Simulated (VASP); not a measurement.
Write the native input for VASP 6.6.1 that does the following.

- Task: single point
- Functional: PBE
- Dispersion: D3(BJ)
- Potentials or basis: VASP PAW PBE potentials, release 64 (Li_sv)
- Cutoff: 520 eV
- k mesh: 16 × 16 × 12
- Occupations: gaussian, width 0.15 eV
- Spin: no spin polarisation
- Dipole correction: no
- Further INCAR settings: ALGO = Normal; EDIFF = 1e-06; NBANDS = 10

The structure of Li lies in POSCAR:

```
Li
1.0
    0.0000000000     -2.0886081792     -2.0886081792
    0.0000000000      2.0886081792     -2.0886081792
    4.1772163584      0.0000000000      0.0000000000
Li
2
Direct
    0.6627878332      0.5000000000      0.5000000000
   -0.1627878332      0.0000000000      0.0000000000
```

This cell differs from its parent crystal: mode 4 frozen in at -0.340 Å and mode 5 at -0.340 Å (largest displacements).

The input as run:

INCAR

```
SYSTEM = Li
ALGO = Normal
EDIFF = 1E-6
ENCUT = 520
GGA = PE
ISIF = 2
ISMEAR = 0
IVDW = 12
LASPH = .TRUE.
LCHARG = .FALSE.
LREAL = .FALSE.
LWAVE = .FALSE.
NBANDS = 10
NELM = 100
PREC = Accurate
SIGMA = 0.15
```

KPOINTS

```
k-points
0
G
  16 16 12
  0 0 0
```

Potentials or basis: VASP PAW PBE potentials, release 64 (Li_sv).

Launch:

```bash
$ cat potpaw_PBE.64/Li_sv/POTCAR > POTCAR
$ mpirun -np 1 vasp_std > vasp.out
```

It gave:

```yaml
Largest_force: 0.348 eV/Å
Band_gap_on_the_k_mesh: zero (band 3 reaches 3.67 eV, above the bottom of band 4 at -1.18 eV)
Dispersion_energy_per_atom: -0.190 eV
```

Caveat: the cell differs from its parent crystal (mode 4 frozen in at -0.340 Å and mode 5 at -0.340 Å (largest displacements)).

Wall time 75 s on 1 thread of Intel(R) Xeon(R) Platinum 8259CL CPU @ 2.50GHz (Skylake/Cascade Lake), with other jobs on the host, peak memory 0.27 GiB.
